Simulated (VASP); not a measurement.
A run of VASP 6.6.1 is set up as follows.

The input POSCAR:

```
KBr
1.0
    4.4662252362      0.0000000000      0.0000000000
   -2.2331126181      3.8678645135      0.0000000000
    0.0000000000      0.0000000000      7.8563440058
K Br
2 2
Direct
    0.0000000000      0.0000000000      0.0000000000
    0.0000000000      0.0000000000      0.5000000000
    0.3333333333      0.6666666667      0.2500000000
    0.6666666667      0.3333333333      0.7500000000
```

The input INCAR.step1:

```
ALGO = Normal
EDIFF = 1E-4
ENCUT = 520
GGA = PE
ISMEAR = 0
LASPH = True
LCHARG = False
LREAL = False
LWAVE = True
NBANDS = 24
NELM = 60
PREC = Accurate
SIGMA = 0.01
```

The input INCAR.step2:

```
ALGO = Normal
EDIFF = 1E-6
ENCUT = 520
ISIF = 2
ISMEAR = 0
ISTART = 1
LASPH = True
LCHARG = False
LMIXTAU = True
LREAL = False
LWAVE = False
METAGGA = R2SCAN
NBANDS = 24
NELM = 60
PREC = Accurate
SIGMA = 0.01
```

The input KPOINTS:

```
k-points
0
Gamma
  6 6 4
```

Potentials or basis: VASP PAW PBE potentials, release 64 (K_sv, Br).

Launch:

```sh
$ cat potpaw_PBE.64/K_sv/POTCAR potpaw_PBE.64/Br/POTCAR > POTCAR
$ cp INCAR.step1 INCAR
$ mpirun -np 1 vasp_std > vasp.out
$ cp INCAR.step2 INCAR
$ mpirun -np 1 vasp_std > vasp.out
```

Q: Predict the band gap on the k mesh.

A: 5.17 eV.

Q: What does it give for the pressure?

A: 1.2 GPa.

Stress tensor (GPa, compression positive):
```
1.15 0.00 0.00
0.00 1.15 0.00
0.00 0.00 1.26
```

Caveat: the PAW data sets were made with another functional, which shifts forces and pressure a little. A k mesh can miss the band edges.
